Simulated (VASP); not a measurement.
Runs of VASP 6.6.1 on Ir. The structure is that of space group R-3m (No. 166), or close to it. The cells are those of the table. 

```tsv
cell	further INCAR settings	gap on the mesh (eV)	pressure (GPa)
a = 2.551, b = 2.475, c = 2.707 Å, angles 66.5, 67.4, 64.8°, 1 atom	ALGO = Fast; EDIFF = 1e-07; NBANDS = 10	none	(a)
a = 2.549, b = 2.549, c = 2.703 Å, angles 65.5, 65.5, 63.8°, 1 atom	ALGO = Fast; EDIFF = 1e-07; NBANDS = 10	none	15.8
a = 2.621, b = 2.621, c = 2.697 Å, angles 62.7, 62.7, 61.9°, 1 atom	ALGO = Fast; EDIFF = 1e-06; NBANDS = 10	none	5.8
a = 2.477, b = 2.477, c = 2.713 Å, angles 68.3, 68.3, 65.9°, 1 atom	ALGO = Fast; EDIFF = 1e-06; NBANDS = 10	none	32.3
```

Alike in all rows: task single point; level LDA; potentials or basis VASP PAW LDA potentials, release 64 (Ir); no spin polarisation; k mesh 20 × 20 × 20; cutoff (eV) 520; smearing gaussian 0.15 eV.

Task: Fill in the values left out.

Result: (a) 24.1.

Caveats: the cell stands under pressure; spin-orbit coupling is left out, which moves the levels of the heavy elements.

A k mesh can miss the band edges, and the runs leave out spin-orbit coupling on Ir.

A gap of «none» marks levels without a gap at the run's occupations.
